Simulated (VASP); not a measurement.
A run of VASP 6.6.1 is set up as follows.

Contents of INCAR:

```
ALGO = Normal
EDIFF = 1E-6
EDIFFG = -0.08
ENCUT = 600
GGA = PE
IBRION = 2
ISIF = 3
ISMEAR = 0
LASPH = True
LCHARG = False
LREAL = False
LWAVE = False
NELM = 80
NSW = 36
PREC = Accurate
SIGMA = 0.2
```

File KPOINTS:

```
k-points
0
Gamma
  3 3 4
```

Contents of POSCAR:

```
W6Cl
1.0
    6.1664354200      0.0000000000      0.0000000000
   -3.0832177100      5.3402897300      0.0000000000
    0.0000000000      0.0000000000      4.0317558100
W Cl
6 1
Direct
    0.5000000000      0.0000000000      0.5000000000
    0.0000000000      0.5000000000      0.5000000000
    0.5000000000      0.5000000000      0.5000000000
    0.3333333300      0.6666666700      0.5000000000
    0.6666666700      0.3333333300      0.5000000000
    0.0000000000      0.0000000000      0.5000000000
    0.0000000000      0.0000000000      0.0000000000
```

Potentials or basis: VASP PAW PBE potentials, release 64 (W_sv, Cl).

Command:

```console
$ cat potpaw_PBE.64/W_sv/POTCAR potpaw_PBE.64/Cl/POTCAR > POTCAR
$ mpirun -np 1 vasp_std > vasp.out
```

(1) Estimate the relaxed cell.

(2) Predict the space group after relaxing (to 0.05 Å).

Answers

(1) a = 8.062 Å, b = 8.062 Å, c = 4.237 Å, α = 90.00°, β = 90.00°, γ = 120.00°.

(2) P6/mmm (No. 191).

Caveat: the k points lie up to 0.37 Å⁻¹ apart in the final cell; an odd number of electrons without spin polarisation forces a metal; a magnetic or distorted state may lie lower.
